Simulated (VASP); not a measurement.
Set up this calculation in VASP 6.6.1, as the native input.

```
Task                   : single point
Functional             : PBEsol
Potentials or basis    : VASP PAW PBE potentials, release 64 (H, C, Cl)
Cutoff                 : 520 eV
k mesh                 : 3 × 3 × 1
Occupations            : gaussian, width 0.05 eV
Spin                   : no spin polarisation
Dipole correction      : no
Further INCAR settings : LREAL = Auto; ALGO = Normal; EDIFF = 1e-06; NBANDS = 60
```

The structure of H3C8Cl lies in POSCAR:

```
H3C8Cl
1.0
    5.0487420000      0.0000000000      0.0000000000
    2.5243710000      4.3723390000      0.0000000000
    0.0000000000      0.0000000000     15.7764260000
H C Cl
6 16 2
Direct
    0.1666667848      0.1666666285      0.0633857123
    0.6666667848      0.1666666285      0.0633857123
    0.1666666285      0.6666667429      0.0633857123
    0.6666666285      0.6666667429      0.0633857123
    0.0001483114      0.5034815461      0.3657494416
    0.5068672852      0.4976023131      0.3652138323
    0.1666667848      0.1666666285      0.1331099959
    0.6666667848      0.1666666285      0.1331099959
    0.1666666285      0.6666667429      0.1331099959
    0.6666666285      0.6666667429      0.1331099959
   -0.1666666285      0.3333332571      0.1657717027
    0.3333333715      0.3333332571      0.1657717027
   -0.1666667848      0.8333333715      0.1657717027
    0.3333332152      0.8333333715      0.1657717027
   -0.1632682884      0.3359298078      0.2637487096
    0.3362997082      0.3344043085      0.2652787773
   -0.1644737252      0.8355164135      0.2666066446
    0.3403068474      0.8318133612      0.2641614774
    0.0084944341      0.0029990813      0.2950884440
    0.5043230933      0.0017144142      0.2892759742
    0.0021622702      0.5020210007      0.2957079126
    0.5058724824      0.4987362599      0.2952017776
    0.0685062583      0.0056832281      0.4068108328
    0.5663066844      0.0232100027      0.4530483013
```

The input as run:

INCAR

```
SYSTEM = H3C8Cl
  PREC = Accurate
  ENCUT = 520
  EDIFF = 1E-6
  ISMEAR = 0
  SIGMA = 0.05
  LREAL = Auto
  LASPH = .TRUE.
  NELM = 100
  ALGO = Normal
  ISIF = 2
  LWAVE = .FALSE.
  LCHARG = .FALSE.
  GGA = PS
  NBANDS = 60
```

KPOINTS

```
Automatic mesh
0
G
  3 3 1
  0 0 0
```

Potentials or basis: VASP PAW PBE potentials, release 64 (H, C, Cl).

The run is started by

```bash
$ cat potpaw_PBE.64/H/POTCAR potpaw_PBE.64/C/POTCAR potpaw_PBE.64/Cl/POTCAR > POTCAR
$ mpirun -np 1 vasp_std > vasp.out
```

Results of the run:

```
Largest force          : 1.543 eV/Å
Band gap on the k mesh : 0.16 eV, indirect (least direct gap 0.36 eV)
```

Caveat: the k points lie up to 0.48 Å⁻¹ apart; the PAW data sets were made with another functional, which shifts forces and pressure a little.

Wall time 2.5 min on 1 thread of Intel(R) Xeon(R) 6975P-C (Granite Rapids), with other jobs on the host, peak memory 0.45 GiB.
